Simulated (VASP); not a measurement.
Write the native input for VASP 6.6.1 that does the following.

```
Task                   : single point
Functional             : PBE
Potentials or basis    : VASP PAW PBE potentials, release 64 (Ca_sv, Al, O)
Cutoff                 : 520 eV
k mesh                 : 4 × 4 × 4
Occupations            : gaussian, width 0.1 eV
Spin                   : no spin polarisation
Dipole correction      : no
Further INCAR settings : ALGO = Normal; EDIFF = 1e-06; NBANDS = 23
```

The structure of CaAl4O lies in POSCAR:

```
CaAl4O
1.0
    0.0000000000      3.8491694319      3.8491694319
    3.8491694319      0.0000000000      3.8491694319
    3.8491694319      3.8491694319      0.0000000000
Ca Al O
1 4 1
Direct
    0.0000000000      0.0000000000      0.0000000000
    0.8770603005      0.3743132332      0.3743132332
    0.3743132332      0.3743132332      0.3743132332
    0.3743132332      0.8770603005      0.3743132332
    0.3743132332      0.3743132332      0.8770603005
    0.7500000000      0.7500000000      0.7500000000
```

The input as run:

INCAR

```
SYSTEM = CaAl4O
ALGO = Normal
EDIFF = 1E-6
ENCUT = 520
GGA = PE
ISIF = 2
ISMEAR = 0
LASPH = .True.
LCHARG = .False.
LREAL = .False.
LWAVE = .False.
NBANDS = 23
NELM = 80
PREC = Accurate
SIGMA = 0.1
```

KPOINTS

```
k-points
0
Gamma
  4 4 4
  0 0 0
```

Potentials or basis: VASP PAW PBE potentials, release 64 (Ca_sv, Al, O).

The run is started by

```console
$ cat potpaw_PBE.64/Ca_sv/POTCAR potpaw_PBE.64/Al/POTCAR potpaw_PBE.64/O/POTCAR > POTCAR
$ mpirun -np 1 vasp_std > vasp.out
```

It gave:

```json
{"Pressure": "0.4 GPa", "Largest force": "0.003 eV/Å", "Band gap on the k mesh": "zero (band 14 reaches 4.92 eV, above the bottom of band 15 at 4.40 eV)"}
```

Run time: 12 s on 1 thread of Intel(R) Xeon(R) 6975P-C (Granite Rapids) (shared host), peak memory 0.24 GiB.
